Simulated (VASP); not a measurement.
A run of VASP 6.6.1 is set up as follows.

Contents of INCAR:

```
SYSTEM = Pt
ALGO = Normal ; EDIFF = 1E-6
ENCUT = 520 ; GGA = PS
ISIF = 2 ; ISMEAR = 0
LASPH = .TRUE. ; LCHARG = .TRUE.
LELF = .TRUE. ; LREAL = .FALSE.
LVHAR = .TRUE. ; LWAVE = .FALSE.
NBANDS = 11 ; NELM = 80
PREC = Accurate ; SIGMA = 0.1
```

Contents of KPOINTS:

```
k-points
0
G
  18 18 18
  0 0 0
```

File POSCAR:

```
Pt
1.0
    0.0000000000      1.9545863627      1.9545863627
    1.9545863627      0.0000000000      1.9545863627
    1.9545863627      1.9545863627      0.0000000000
Pt
1
Direct
    0.0000000000      0.0000000000      0.0000000000
```

Potentials or basis: VASP PAW PBE potentials, release 64 (Pt).

The run is started by

```sh
$ cat potpaw_PBE.64/Pt/POTCAR > POTCAR
$ mpirun -np 1 vasp_std > vasp.out
```

Q: What does it give for the band gap on the k mesh?

A: Zero (band 5 reaches 11.79 eV, above the bottom of band 6 at 9.52 eV).

Q: What does it give for the pressure?

A: 1.6 GPa.

Caveat: the PAW data sets were made with another functional, which shifts forces and pressure a little; spin-orbit coupling is left out, which moves the levels of the heavy elements.
